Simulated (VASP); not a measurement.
Input of a VASP 6.6.1 run:

Contents of POSCAR:

```
Te
1.0
    4.4712577270      0.0000000000      0.0000000000
   -2.2356288635      3.8722227785      0.0000000000
    0.0000000000      0.0000000000      5.7875359771
Te
3
Direct
    0.2700842828      0.0000000000      0.3333333333
    0.0000000000      0.2700842828      0.6666666667
    0.7299157172      0.7299157172      0.0000000000
```

File INCAR.step1:

```
SYSTEM = Te
PREC = Accurate
ENCUT = 520
ISMEAR = 0
SIGMA = 0.01
LREAL = .FALSE.
LASPH = .TRUE.
NELM = 80
NBANDS = 16
GGA = PE
ALGO = Normal
EDIFF = 1E-4
LWAVE = .TRUE.
LCHARG = .FALSE.
```

INCAR.step2

```
SYSTEM = Te
PREC = Accurate
ENCUT = 520
EDIFF = 1E-7
ISMEAR = 0
SIGMA = 0.01
LREAL = .FALSE.
LASPH = .TRUE.
NELM = 80
ALGO = Normal
ISIF = 2
LWAVE = .FALSE.
LCHARG = .TRUE.
METAGGA = R2SCAN
LMIXTAU = .TRUE.
LELF = .TRUE.
LVHAR = .TRUE.
NBANDS = 16
ISTART = 1
```

The input KPOINTS:

```
Automatic mesh
0
G
  6 6 4
  0 0 0
```

Potentials or basis: VASP PAW PBE potentials, release 64 (Te).

Run with:

```sh
$ cat potpaw_PBE.64/Te/POTCAR > POTCAR
$ cp INCAR.step1 INCAR
$ mpirun -np 1 vasp_std > vasp.out
$ cp INCAR.step2 INCAR
$ mpirun -np 1 vasp_std > vasp.out
```

Problem. What does it give for the band gap on the k mesh?

Solution. 0.46 eV, indirect (least direct gap 0.48 eV).

Problem. Predict the pressure.

Solution. 2.1 GPa.

Forces in eV/Å, atoms in the order of the input:
```
Te   0.002  0.000  0.000
Te  -0.001  0.002  0.000
Te  -0.001 -0.002  0.000
```

Caveat: the cell differs from its parent crystal (uniaxial z strain -2.7%); the PAW data sets were made with another functional, which shifts forces and pressure a little; spin-orbit coupling is left out, which moves the levels of the heavy elements. A k mesh can miss the band edges.
